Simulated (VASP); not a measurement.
Here is a VASP 6.6.1 calculation.

Contents of INCAR:

```
PREC = Accurate
ENCUT = 520
EDIFF = 1E-7
ISMEAR = 1
SIGMA = 0.4
LREAL = False
LASPH = True
NELM = 80
ALGO = Normal
ISIF = 2
LWAVE = False
LCHARG = True
GGA = PE
LELF = True
LVHAR = True
NBANDS = 16
```

Contents of KPOINTS:

```
Automatic mesh
0
Gamma
  10 10 10
```

File POSCAR:

```
GaP
1.0
    0.0000000000      2.5645584377      3.0774701252
    2.5645584377      0.0000000000      3.0774701252
    2.5645584377      2.5645584377      0.0000000000
Ga P
1 1
Direct
    0.0000000000      0.0000000000      0.0000000000
    0.7500000000      0.7500000000      0.7500000000
```

Potentials or basis: VASP PAW PBE potentials, release 64 (Ga_d, P).

Launch:

```sh
$ cat potpaw_PBE.64/Ga_d/POTCAR potpaw_PBE.64/P/POTCAR > POTCAR
$ mpirun -np 1 vasp_std > vasp.out
```

(1) Estimate the pressure.

(2) What does it give for the band gap on the k mesh?

Answers

(1) 2.0 GPa.

(2) 0.55 eV, indirect (least direct gap 1.00 eV).
